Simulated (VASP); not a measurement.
# CuO in VASP: notebook

CuO is run at these levels: PBEsol; tasks: single point.

All numbers are computed with VASP 6.6.1; they aren't measurements. Logs are shortened: lines on timing, memory, paths and dates and some standing lists are left out, and cuts for length are marked.

**1. The cell of the first run**

The typed cell holds 4 atoms: a = 2.860 Å, b = 2.860 Å, c = 5.142 Å, α = 89.81°, β = 89.81°, γ = 89.22°.

**2. Single point, PBEsol (volume scaled by 0.98)**

Input file INCAR:

```
PREC = Accurate
ENCUT = 520
EDIFF = 1E-6
ISMEAR = -1
SIGMA = 0.05
LREAL = False
LASPH = True
NELM = 100
ALGO = Normal
ISIF = 2
LWAVE = False
LCHARG = False
GGA = PS
NBANDS = 25
```

Input file KPOINTS:

```
regular mesh
0
Gamma
  9 9 5
```

Input file POSCAR:

```
CuO
1.0
    2.8601748718      0.0000000000      0.0000000000
    0.0388105168      2.8599548740      0.0000000000
    0.0173779641      0.0171291597      5.1415976211
Cu O
2 2
Direct
    0.0000000000      0.5000000000      0.0000000000
    0.5000000000      0.0000000000      0.5000000000
    0.9984239700      0.0016717800      0.7498871000
    0.0015760300      0.9983282200      0.2501129000
```

Potentials or basis: VASP PAW PBE potentials, release 64 (Cu, O).

Started as:

```console
$ cat potpaw_PBE.64/Cu/POTCAR potpaw_PBE.64/O/POTCAR > POTCAR
$ mpirun -np 1 vasp_std > vasp.out
```

OUTCAR:

```text
PREC = Accurate
   ENCUT = 520
   EDIFF = 1E-6
   ISMEAR = -1
   LREAL = False
   LASPH = True
   NELM = 100
   ISIF = 2
   GGA = PS

 ion  position               nearest neighbor table
   1  0.000  0.500  0.000-   3 1.92   4 1.92   3 1.92   4 1.92
   2  0.500  0.000  0.500-   3 1.92   4 1.92   4 1.92   3 1.92
   3  0.998  0.002  0.750-   2 1.92   2 1.92   1 1.92   1 1.92
   4  0.002  0.998  0.250-   2 1.92   2 1.92   1 1.92   1 1.92

  LATTYP: Found a base centered monoclinic cell.
 ALAT       =    11.0423039176
 B/A-ratio  =     0.3638182808
 C/A-ratio  =     0.4656324948
 COS(beta)  =    -0.9295148209

  Lattice vectors:

 A1 = (   2.8427969077,  -0.0171291597,  -5.1415976211)
 A2 = (   0.0214325527,   2.8428257143,  -5.1415976211)
 A3 = (   0.0173779641,   0.0171291597,   5.1415976211)

Analysis of symmetry for initial positions (statically):
=====================================================================
 Subroutine PRICEL returns:
 Original cell was already a primitive cell.

 Routine SETGRP: Setting up the symmetry group for a
 base centered monoclinic supercell.

 Subroutine GETGRP returns: Found  2 space group operations
 (whereof  2 operations were pure point group operations)
 out of a pool of  4 trial point group operations.

The static configuration has the point symmetry S_2 .

Analysis of symmetry for dynamics (positions and initial velocities):
=====================================================================
 Subroutine PRICEL returns:
 Original cell was already a primitive cell.

 Routine SETGRP: Setting up the symmetry group for a
 base centered monoclinic supercell.

 Subroutine GETGRP returns: Found  2 space group operations
 (whereof  2 operations were pure point group operations)
 out of a pool of  4 trial point group operations.

The dynamic configuration has the point symmetry S_2 .

 Subroutine INISYM returns: Found  2 space group operations
 (whereof  2 operations are pure point group operations),
 and found     1 'primitive' translations

----------------------------------------------------------------------------------------

                                     Primitive cell

  volume of cell :      42.0581

  direct lattice vectors                    reciprocal lattice vectors
     2.860174872  0.000000000  0.000000000     0.349628972 -0.004744579 -0.001165896
     0.038810517  2.859954874  0.000000000     0.000000000  0.349655867 -0.001164874
     0.017377964  0.017129160  5.141597621     0.000000000  0.000000000  0.194492077

  length of vectors
     2.860174872  2.860218198  5.141655521     0.349663107  0.349657807  0.194492077

  position of ions in fractional coordinates (direct lattice)
     0.000000000  0.500000000  0.000000000
     0.500000000  0.000000000  0.500000000
     0.998423970  0.001671780  0.749887100
     0.001576030  0.998328220  0.250112900

  ion indices of the primitive-cell ions
   primitive index   ion index
                 1           1
                 2           2
                 3           3
                 4           4

----------------------------------------------------------------------------------------

 KPOINTS: regular mesh

Automatic generation of k-mesh.
 Grid dimensions read from file:
 generate k-points for:    9    9    5

 Generating k-lattice:

  Cartesian coordinates                     Fractional coordinates (reciprocal lattice)
     0.038847664 -0.000527175 -0.000129544     0.111111111 -0.000000000  0.000000000
     0.000000000  0.038850652 -0.000129430     0.000000000  0.111111111  0.000000000
     0.000000000  0.000000000  0.038898415     0.000000000  0.000000000  0.200000000

  Length of vectors
     0.038851456  0.038850867  0.038898415

  Shift w.r.t. Gamma in fractional coordinates (k-lattice)
     0.000000000  0.000000000  0.000000000

 Subroutine IBZKPT returns following result:
 ===========================================

 Found    203 irreducible k-points:

 Following reciprocal coordinates:
            Coordinates               Weight
  0.000000  0.000000  0.000000      1.000000
  0.111111  0.000000  0.000000      2.000000
  0.000000 -0.111111  0.000000      2.000000
  0.222222  0.000000  0.000000      2.000000
  0.000000 -0.222222 -0.000000      2.000000
  0.333333 -0.000000  0.000000      2.000000
[... 16 lines left out ...]
 -0.111111  0.111111 -0.000000      2.000000
  0.222222  0.222222  0.000000      2.000000
 [... further k-points ...]
   k-points           NKPTS =    203   k-points in BZ     NKDIM =    203   number of bands    NBANDS=     25
   number of dos      NEDOS =    301   number of ions     NIONS =      4
   total plane-waves  NPLWV =  23040
   dimension x,y,z NGX =    24 NGY =   24 NGZ =   40
   dimension x,y,z NGXF=    48 NGYF=   48 NGZF=   80
   ions per type =               2   2
   NGX,Y,Z   is equivalent  to a cutoff of  13.95, 13.95, 12.93 a.u.
   NGXF,Y,Z  is equivalent  to a cutoff of  27.90, 27.90, 25.87 a.u.
 SYSTEM =  unknown system
   PREC   = accura    normal or accurate (medium, high low for compatibility)
   ISTART =      0    job   : 0-new  1-cont  2-samecut
   ICHARG =      2    charge: 1-file 2-atom 10-const
   ISPIN  =      1    spin polarized calculation?
   LNONCOLLINEAR =      F non collinear calculations
   LSORBIT =      F    spin-orbit coupling
   LASPH  =      T    aspherical Exc in radial PAW
   ENCUT  =  520.0 eV  38.22 Ry    6.18 a.u.   5.32  5.32  9.56*2*pi/ulx,y,z
   NELM   =    100;   NELMIN=  2; NELMDL= -5     # of ELM steps
   EDIFF  = 0.1E-05   stopping-criterion for ELM
   LREAL  =      F    real-space projection
   EDIFFG = 0.1E-04   stopping-criterion for IOM
   NSW    =      0    number of steps for IOM
   IBRION =     -1    ionic relax: 0-MD 1-quasi-New 2-CG
   NFREE  =      0    steps in history (QN), initial steepest desc. (CG)
   ISIF   =      2    stress and relaxation
   ISYM   =      2    0-nonsym 1-usesym 2-fastsym
   POTIM  = 0.5000    time-step for ionic-motion
   TEBEG  =    0.0;   TEEND  =   0.0 temperature during run
   PSTRESS=    0.0 pullay stress
   NELECT =      34.0000    total number of electrons
   NUPDOWN=      -1.0000    fix difference up-down
   EMIN   =  10.00;   EMAX   =-10.00  energy-range for DOS
   EFERMI =   0.00;   METHOD = LEGACY
   ISMEAR =    -1;   SIGMA  =   0.05  broadening in eV -4-tet -1-fermi 0-gaus
   EFERMI_NEDOS =   21; number of points for ismear=-14 and -15
   IALGO  =     38    algorithm
   IMIX   =      4    mixing-type and parameters
     AMIX     =   0.40;   BMIX     =  1.00
     AMIX_MAG =   1.60;   BMIX_MAG =  1.00
  volume/ion in A,a.u.               =      10.51        70.96
  Fermi-wavevector in a.u.,A,eV,Ry     =   1.525052  2.881930 31.644188  2.325782
  Thomas-Fermi vector in A             =   2.633275
   LORBIT       =      0    0 simple, 1 ext, 2 COOP (PROOUT), +10 PAW based schemes
   GGA     = PS    functional components
   LHFCALC =     F    Hartree Fock is set to
   AEXX    =    0.0000 exact exchange contribution
   IVDW    =     0    specifies the selected vdW correction
   LEPSILON=     F    determine dielectric tensor
   LRPA    =     F    only Hartree local field effects (RPA)
 non-spin polarized calculation
  energy-cutoff  :      520.00
  volume of cell :       42.06
 maximum number of plane-waves:      1151
 NGX is ok and might be reduce to    24
   NGX = 11   NGY = 11   NGZ = 19

 number of electron      33.9999970 magnetization

 Free energy of the ion-electron system (eV)
  ---------------------------------------------------
  ext. energy  EPLUGINS =         0.00000000
  ---------------------------------------------------
  free energy    TOTEN  =       -21.47479999 eV

  energy without entropy =      -21.45577812  energy(sigma->0) =      -21.46528905

 E-fermi :   5.3552     XC(G=0): -11.8932

 val. band max:        5.3431164450   @ k =   0.4444   0.4444   0.4000
 cond. band min:       5.3831546626   @ k =  -0.2222   0.1111  -0.0000
 fundamental gap:      0.0400382175
 Fermi energy:         5.3551528162

 k-point     1 :       0.0000    0.0000    0.0000
  band No.  band energies     occupation
      1     -14.7688      2.00000
      2     -13.3782      2.00000
      3      -3.2783      2.00000
      4      -0.3594      2.00000
      5      -0.3308      2.00000
      6       1.3568      2.00000
[... 17 lines left out ...]
     24      20.2320      0.00000
     25      20.4224      0.00000

 k-point     2 :       0.1111    0.0000    0.0000
  band No.  band energies     occupation
      1     -14.6935      2.00000
      2     -13.3538      2.00000
      3      -3.1547      2.00000
      4      -0.4357      2.00000
      5      -0.3049      2.00000
      6       0.7312      2.00000
[... 17 lines left out ...]
     24      20.4380      0.00000
     25      20.5406      0.00000

 k-point     3 :       0.0000   -0.1111    0.0000
  band No.  band energies     occupation
      1     -14.6936      2.00000
      2     -13.3537      2.00000
      3      -3.1549      2.00000
      4      -0.4296      2.00000
      5      -0.3118      2.00000
      6       0.7317      2.00000
[... 17 lines left out ...]
     24      20.4368      0.00000
     25      20.5294      0.00000

 k-point     4 :       0.2222    0.0000    0.0000
  band No.  band energies     occupation
      1     -14.4952      2.00000
      2     -13.2912      2.00000
      3      -2.8258      2.00000
      4      -0.5960      2.00000
      5      -0.4384      2.00000
      6      -0.2140      2.00000
[... 17 lines left out ...]
     24      20.4074      0.00000
     25      20.9568      0.00000
[... 477 lines left out ...]
 k-point    22 :      -0.1111    0.2222    0.0000
  band No.  band energies     occupation
      1     -14.4216      2.00000
      2     -13.2685      2.00000
      3      -2.6996      2.00000
      4      -0.5656      2.00000
      5      -0.4182      2.00000
      6      -0.2908      2.00000
[... 17 lines left out ...]
     24      18.9295      0.00000
     25      20.6372      0.00000

 k-point    23 :      -0.1111    0.1111   -0.0000
  band No.  band energies     occupation
      1     -14.6182      2.00000
      2     -13.3297      2.00000
      3      -3.0299      2.00000
      4      -0.4403      2.00000
      5      -0.3527      2.00000
      6       0.5978      2.00000
[... 17 lines left out ...]
     24      19.2191      0.00000
     25      20.6136      0.00000

 k-point    24 :       0.2222    0.2222    0.0000
  band No.  band energies     occupation
      1     -14.2355      2.00000
      2     -13.2151      2.00000
      3      -2.3692      2.00000
      4      -0.5292      2.00000
      5      -0.4484      2.00000
      6      -0.3261      2.00000
[... 17 lines left out ...]
     24      17.6202      0.00000
     25      21.1930      0.00000

 [... further k-points ...]

------------------------ aborting loop because EDIFF is reached ----------------------------------------

  FORCE on cell =-STRESS in cart. coord.  units (eV):
  Direction    XX          YY          ZZ          XY          YZ          ZX
  --------------------------------------------------------------------------------------
  -------------------------------------------------------------------------------------
  Total        0.7792419      0.7638854      0.2296141     -0.0137562      0.0041175      0.0001883
  in kB       29.6847254     29.0997289      8.7470021     -0.5240345      0.1568544      0.0071743
  external PRESSURE =      22.5104854 kB  Pullay stress =       0.0000000 kB

 VOLUME and BASIS-vectors are now :
 -----------------------------------------------------------------------------
  energy-cutoff  :      520.00
  volume of cell :       42.06
      direct lattice vectors                 reciprocal lattice vectors
     2.860174872  0.000000000  0.000000000     0.349628972 -0.004744579 -0.001165896
     0.038810517  2.859954874  0.000000000     0.000000000  0.349655867 -0.001164874
     0.017377964  0.017129160  5.141597621     0.000000000  0.000000000  0.194492077

 POSITION                                       TOTAL-FORCE (eV/Angst)
 -----------------------------------------------------------------------------------
      0.01941      1.42998      0.00000         0.000000      0.000000      0.000000
      1.43878      0.00856      2.57080         0.000000     -0.000000      0.000000
      2.86876      0.01763      3.85562         0.003486     -0.005099      0.011574
      0.04760      2.85946      1.28598        -0.003486      0.005099     -0.011574
 -----------------------------------------------------------------------------------
    total drift:                                0.000000     -0.000000     -0.000000

  FREE ENERGIE OF THE ION-ELECTRON SYSTEM (eV)
  ---------------------------------------------------
  free  energy   TOTEN  =       -21.4747999882 eV

  energy  without entropy=      -21.4557781201  energy(sigma->0) =      -21.46528905
```

Run time: 2.5 min. Hardware: 1 thread of Intel Xeon 6975P-C, shared host; peak memory 0.3 GiB.

Results:

| Property | Result |
| --- | --- |
| Free energy | -21.4748 eV |
| Pressure | 2.3 GPa |
| Largest force | 0.013 eV/Å |
| Band gap on the k mesh | zero (band 17 reaches 6.05 eV, above the bottom of band 18 at 5.07 eV) |

Forces in eV/Å, atoms in the order of the input:
```
Cu   0.000  0.000  0.000
Cu   0.000  0.000  0.000
O    0.003 -0.005  0.012
O   -0.003  0.005 -0.012
```

Caveat: the PAW data sets were made with another functional, which shifts forces and pressure a little; semilocal functionals often make such compounds metallic where correlation or magnetic order opens a gap, which also shifts bond lengths.

**3. Single point, PBEsol (atoms moved at random)**

Input file INCAR:

```
PREC = Accurate
ENCUT = 520
EDIFF = 1E-7
ISMEAR = -1
SIGMA = 0.05
LREAL = False
LASPH = True
NELM = 100
ALGO = Normal
ISIF = 2
LWAVE = False
LCHARG = True
GGA = PS
LELF = True
LVHAR = True
NBANDS = 25
```

Input file KPOINTS:

```
Automatic mesh
0
Gamma
  9 9 5
```

Input file POSCAR:

```
CuO
1.0
    2.8795009639      0.0000000000      0.0000000000
    0.0390727580      2.8792794796      0.0000000000
    0.0174953863      0.0172449008      5.1763391994
Cu O
2 2
Direct
   -0.0130100000      0.5065550000     -0.0001290000
    0.4863870000      0.0009910000      0.5025370000
    0.9959260000     -0.0093790000      0.7470280000
    0.0000390000      0.9917150000      0.2500130000
```

Potentials or basis: VASP PAW PBE potentials, release 64 (Cu, O).

Started as:

```console
$ cat potpaw_PBE.64/Cu/POTCAR potpaw_PBE.64/O/POTCAR > POTCAR
$ mpirun -np 1 vasp_std > vasp.out
```

It took 3.1 min on 1 thread of Intel Xeon 6975P-C, shared host; peak memory 0.3 GiB.

Results (log left out):

```yaml
Free_energy: -21.4473 eV
Pressure: -1.0 GPa
Largest_force: 0.663 eV/Å
Band_gap_on_the_k_mesh: zero (band 17 reaches 5.74 eV, above the bottom of band 18 at 4.81 eV)
```

Forces in eV/Å, atoms in the order of the input:
```
Cu   0.129 -0.650 -0.011
Cu   0.523 -0.119 -0.316
O   -0.336  0.401  0.283
O   -0.317  0.368  0.045
```

Stress tensor (GPa, compression positive):
```
 0.37  0.05 -0.12
 0.05 -0.21 -0.23
-0.12 -0.23 -3.05
```

Levels at points of the mesh, in eV from the Fermi level:
```tsv
k point	band 13	band 14	band 15	band 16	band 17	band 18	band 19	band 20	band 21	band 22
(0.00, 0.00, 0.00)	-2.39	-2.38	-2.31	-2.00	0.66	0.73	1.46	6.11	7.32	13.48
```

Caveat: the cell differs from its parent crystal (atoms moved at random); the PAW data sets were made with another functional, which shifts forces and pressure a little; semilocal functionals often make such compounds metallic where correlation or magnetic order opens a gap, which also shifts bond lengths.

(Part 1 of 2 ends here.)
